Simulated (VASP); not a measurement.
The system is CuI.

```xyz
4
Lattice="3.5037 -3.5931 0.0000 3.5037 3.5931 0.0000 0.0000 0.0000 4.3220" Properties=species:S:1:pos:R:3 pbc="T T T"
Cu    3.5037    0.5979    3.2415
Cu    3.5037   -0.5979    1.0805
I     3.5037   -1.9974    3.2415
I     3.5037    1.9974    1.0805
```

Base run:

```yaml
Program: VASP 6.6.1
Functional: r2SCAN
Dispersion: rVV10
Potentials_or_basis: VASP PAW PBE potentials, release 64 (Cu, I)
Cutoff: 520 eV
k_mesh: 6 × 6 × 6
Occupations: fermi-dirac, width 0.02 eV
Spin: no spin polarisation
```

Its results: band gap on the k mesh 1.32 eV; pressure 0.2 GPa; largest force 0.036 eV/Å.

Q: The run is repeated on the same cell with these changes: functional from r2SCAN to PBE; dispersion from rVV10 to none. What comes out?

A: Band gap on the k mesh 0.96 eV; pressure 2.3 GPa; largest force 0.159 eV/Å.

Several settings changed at once.

Caveats: spin-orbit coupling is left out, which moves the levels of the heavy elements; the PAW data sets were made with another functional, which shifts forces and pressure a little (at least some runs).

A k mesh can miss the band edges.
